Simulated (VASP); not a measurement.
Set up this calculation in VASP 6.6.1, as the native input.

```
Task                   : single point
Functional             : PBE
Potentials or basis    : VASP PAW PBE potentials, release 64 (Sb, Se)
Cutoff                 : 520 eV
k mesh                 : 12 × 12 × 12
Occupations            : fermi-dirac, width 0.15 eV
Spin                   : no spin polarisation
Dipole correction      : no
Further INCAR settings : ALGO = Normal; EDIFF = 1e-07; NBANDS = 12
```

The structure of SbSe lies in POSCAR:

```
SbSe
1.0
    0.0000000000      3.0015686897      3.0015686897
    3.0015686897      0.0000000000      3.0015686897
    3.0015686897      3.0015686897      0.0000000000
Sb Se
1 1
Direct
    0.0000000000      0.0000000000      0.0000000000
    0.5000000000      0.5000000000      0.5000000000
```

One way to write it, as run:

INCAR

```
SYSTEM = SbSe
  ALGO = Normal
  EDIFF = 1E-7
  ENCUT = 520
  GGA = PE
  ISIF = 2
  ISMEAR = -1
  LASPH = .True.
  LCHARG = .False.
  LREAL = .False.
  LWAVE = .False.
  NBANDS = 12
  NELM = 100
  PREC = Accurate
  SIGMA = 0.15
```

KPOINTS

```
k-points
0
Gamma
  12 12 12
  0 0 0
```

Potentials or basis: VASP PAW PBE potentials, release 64 (Sb, Se).

Launch:

```bash
$ cat potpaw_PBE.64/Sb/POTCAR potpaw_PBE.64/Se/POTCAR > POTCAR
$ mpirun -np 1 vasp_std > vasp.out
```

Results of the run:

| Quantity | Value |
| --- | --- |
| Pressure | -0.1 GPa |
| Band gap on the k mesh | zero (an odd number of electrons rules out a gap without spin polarisation) |

Caveat: spin-orbit coupling is left out, which moves the levels of the heavy elements.

Wall time 12 s on 1 thread of Intel(R) Xeon(R) 6975P-C (Granite Rapids) (shared host), peak memory 0.2 GiB.
